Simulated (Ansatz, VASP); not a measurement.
## Pb: VASP beside Ansatz

```xyz
2
Lattice="0.0000 3.4843 3.4843 3.4843 0.0000 3.4843 3.4843 3.4843 0.0000" Properties=species:S:1:pos:R:3 pbc="T T T"
Pb    1.7421    1.7421    1.7421
Pb    0.0000    0.0000    0.0000
```

Alike in both runs: task single point; functional HSE06; k mesh 4 × 4 × 4; occupations fermi-dirac, width 0.05 eV; no spin polarisation.

|  | VASP | Ansatz |
| --- | --- | --- |
| version | VASP 6.6.1 | Ansatz 0.2.0 |
| potentials or method | VASP PAW PBE potentials, release 64 (Pb_d) | Ansatz PAW |
| plane-wave cutoff (eV) | 520 | 420 |
| valence electrons in the cell | 28 | 28 |

```csv
,VASP,Ansatz,Ansatz less VASP
gap on the k mesh at the Fermi level (eV),none,none,-
pressure (GPa),0.4,0.4,+0.02
```

A gap of «none» marks a metal or a gap that the smearing closes. With one functional, cell and mesh, what is left measures potentials, basis and numerics.

The k mesh is coarse, so the values compare programs but aren't converged. Neither program's run includes spin-orbit coupling.
